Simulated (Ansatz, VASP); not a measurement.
## One calculation of Si, two programs

```
CELL_PARAMETERS angstrom
0.00000 2.72020 2.72020
2.72020 0.00000 2.72020
2.72020 2.72020 0.00000
ATOMIC_POSITIONS crystal
Si 0.75000 0.75000 0.75000
Si 0.50000 0.50000 0.50000
```

Alike in both runs: functional HSE06; k mesh 8 × 8 × 8; occupations gaussian, width 0.02 eV; no spin polarisation.

Ansatz relaxed the structure, and its values are those at the end. VASP's run is a single point on that final structure, the one shown.

|  | VASP | Ansatz |
| --- | --- | --- |
| version | VASP 6.6.1 | Ansatz 0.2.0 |
| potentials or method | VASP PAW PBE potentials, release 64 (Si), cutoff 520 eV | scalar-relativistic, plane waves, PAW |
| valence electrons in the cell | 8 | 8 |

|  | VASP | Ansatz | Ansatz less VASP |
| --- | --- | --- | --- |
| gap on the k mesh at the Fermi level (eV) | 1.19 | 1.18 | -0.012 |
| least direct gap on the mesh (eV) | 3.32 | 3.31 | -0.010 |
| pressure (GPa) | -0.4 | 0.0 | +0.34 |

The functional is the same, so the differences come from potentials, cutoffs and numerics.
